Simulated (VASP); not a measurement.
Tl: single point with PBE

Tl:

```
Tl
1.0
    -1.67787    1.67787    1.67787
     1.67787   -1.67787    1.67787
     1.67787    1.67787   -1.67787
Tl
1
Direct
  0.00000 0.00000 0.00000
```

This cell differs from its parent crystal: volume scaled by 0.6.

| Item | Value |
| --- | --- |
| Program | VASP 6.6.1 |
| Task | single point |
| Functional | PBE |
| Potentials or basis | VASP PAW PBE potentials, release 64 (Tl_d) |
| Cutoff | 520 eV |
| k mesh | 15 × 15 × 15 |
| Occupations | fermi-dirac, width 0.08 eV |
| Spin | no spin polarisation |
| Dipole correction | no |
| Further INCAR settings | ALGO = Normal; EDIFF = 1e-06; NBANDS = 12 |

```json
{"Pressure": "53.8 GPa"}
```

Levels at points of the mesh, in eV from the Fermi level:
```tsv
k point	band 4	band 5	band 6	band 7	band 8	band 9
(0.00, 0.00, 0.00)	-13.10	-12.01	-12.01	12.58	12.58	12.58
```

Run time: 14 s on 1 thread of Intel(R) Xeon(R) Platinum 8488C (Sapphire Rapids), with other jobs on the host, peak memory 0.15 GiB.

Caveat: spin-orbit coupling is left out, which moves the levels of the heavy elements.
